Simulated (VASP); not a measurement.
Here is a VASP 6.6.1 calculation.

INCAR

```
SYSTEM = BN
PREC = Accurate
ENCUT = 520
EDIFF = 1E-7
ISMEAR = -1
SIGMA = 0.05
LREAL = .FALSE.
LASPH = .TRUE.
NELM = 100
ALGO = Normal
ISIF = 2
LWAVE = .FALSE.
LCHARG = .FALSE.
GGA = PE
NBANDS = 16
```

Contents of KPOINTS:

```
regular mesh
0
G
  12 12 6
  0 0 0
```

POSCAR

```
BN
1.0
    2.5360000000      0.0000000000      0.0000000000
   -1.2680000000      2.1962400000      0.0000000000
    0.0000000000      0.0000000000      4.1850033333
B N
2 2
Direct
    0.6666666667      0.3333333333      0.0000000000
    0.3333333333      0.6666666667      0.5000000000
    0.6666666667      0.3333333333      0.3750000000
    0.3333333333      0.6666666667      0.8750000000
```

Potentials or basis: VASP PAW PBE potentials, release 64 (B, N).

Run with:

```console
$ cat potpaw_PBE.64/B/POTCAR potpaw_PBE.64/N/POTCAR > POTCAR
$ mpirun -np 1 vasp_std > vasp.out
```

Problem. Predict the largest force.

Solution. 0.055 eV/Å.

Problem. What does it give for the pressure?

Solution. 9.6 GPa.

Problem. Predict the band gap on the k mesh.

Solution. 5.21 eV, indirect (least direct gap 8.36 eV).

Stress tensor (GPa, compression positive):
```
 8.93  0.00  0.00
 0.00  8.93  0.00
 0.00  0.00 11.08
```

A k mesh can miss the band edges. A hybrid or GW would open this gap; PBE tends to underestimate it.
